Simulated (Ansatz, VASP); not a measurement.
**Two plane-wave programs on C**

```
CELL_PARAMETERS angstrom
-1.22812 2.12646 0.00000
-1.22812 -2.12646 0.00000
0.00000 0.00000 14.48111
ATOMIC_POSITIONS crystal
C 0.91668 0.08332 0.12280
C 0.91668 0.08332 0.61417
C 0.41668 0.58332 0.85993
C 0.41668 0.58332 0.36856
C 0.08332 0.91668 0.85993
C 0.08332 0.91668 0.36856
C 0.58332 0.41668 0.12280
C 0.58332 0.41668 0.61417
```

Alike in both runs: task single point; functional r2SCAN; k mesh 22 × 22 × 4; occupations gaussian, width 0.15 eV; no spin polarisation.

```csv
,VASP,Ansatz
version,VASP 6.6.1,Ansatz 0.2.0
potentials or method,"VASP PAW PBE potentials, release 64 (C), cutoff 520 eV","scalar-relativistic, plane waves, PAW"
valence electrons in the cell,32,32
```

```csv
,VASP,Ansatz,Ansatz less VASP
gap on the k mesh at the Fermi level (eV),0.25,0.24,-0.001
least direct gap on the mesh (eV),0.30,0.29,-0.001
pressure (GPa),0.6,0.0,-0.62
"traceless stress, the component that is largest in VASP (GPa)",-0.85,-0.13,+0.728
rms of the force components (eV/Å),0.007,0.007,+0.0001
```

VASP's potentials were made for PBE, not for r2SCAN. Atom by atom the forces differ by 0.000 eV/Å (rms over components).
